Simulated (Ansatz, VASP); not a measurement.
Nb: VASP beside Ansatz

Contents of INCAR:

```
SYSTEM = Nb
ALGO     = Normal         ! electronic algorithm
EDIFF    = 1E-6           ! SCF threshold, eV
ENCUT    = 520            ! plane-wave cutoff, eV
GGA      = CA             ! functional
ISIF     = 2              ! what is computed and relaxed
ISMEAR   = 1              ! smearing method
LASPH    = .TRUE.         ! aspherical terms in the spheres
LCHARG   = .TRUE.         ! write CHGCAR
LELF     = .TRUE.         ! ELF
LREAL    = .FALSE.        ! projectors in reciprocal space
LVHAR    = .TRUE.       
LWAVE    = .FALSE.        ! write WAVECAR
NBANDS   = 12             ! bands
NELM     = 100            ! most SCF steps
PREC     = Accurate       ! precision mode
SIGMA    = 0.3            ! smearing width, eV
```

File KPOINTS:

```
k-points
0
G
  14 14 14
  0 0 0
```

File POSCAR:

```
Nb
1.0
   -1.6231103068      1.6231103068      1.6231103068
    1.6231103068     -1.6231103068      1.6231103068
    1.6231103068      1.6231103068     -1.6231103068
Nb
1
Direct
    0.0000000000      0.0000000000      0.0000000000
```

Input for Ansatz:

```yaml
crystal:
  lattice:
    - [-1.6231103068, 1.6231103068, 1.6231103068]
    - [1.6231103068, -1.6231103068, 1.6231103068]
    - [1.6231103068, 1.6231103068, -1.6231103068]
  atoms:
    - { symbol: Nb, position: [0.0, 0.0, 0.0] }
hamiltonian:
  xc: lda
  pseudopotentials:
    kind: paw
    azcp:
      Nb: "pseudopotentials/Nb.paw.azcp"
basis:
  ecutwfc: 420
  fft_grid_basis: typed
kpoints:
  mp_grid: { grid: [14, 14, 14], shift: [0, 0, 0] }
magnetization:
  spin_polarized: false
scf:
  occupations: { method: methfessel_paxton, width: 0.3 }
  lower_state_search: "off"
output:
  stress: true
```

Alike in both runs: task single point; functional LDA; k mesh 14 × 14 × 14; occupations methfessel-paxton of order 1, width 0.3 eV; no spin polarisation.

```csv
,VASP,Ansatz
version,VASP 6.6.1,Ansatz 0.2.0
potentials or method,"VASP PAW LDA potentials, release 64 (Nb_sv), cutoff 520 eV","plane waves (420 eV) with PAW, scalar-relativistic"
valence electrons in the cell,13,13
```

Ansatz gave:

* pressure (GPa): 0.3

Task: Which values does VASP return?

Result: Pressure (GPa): 0.1.

Ansatz warns that its potentials were made for another functional, while VASP's fit it. LDA's correlation is that of Perdew and Zunger in VASP and of Perdew and Wang (1992) in Ansatz.
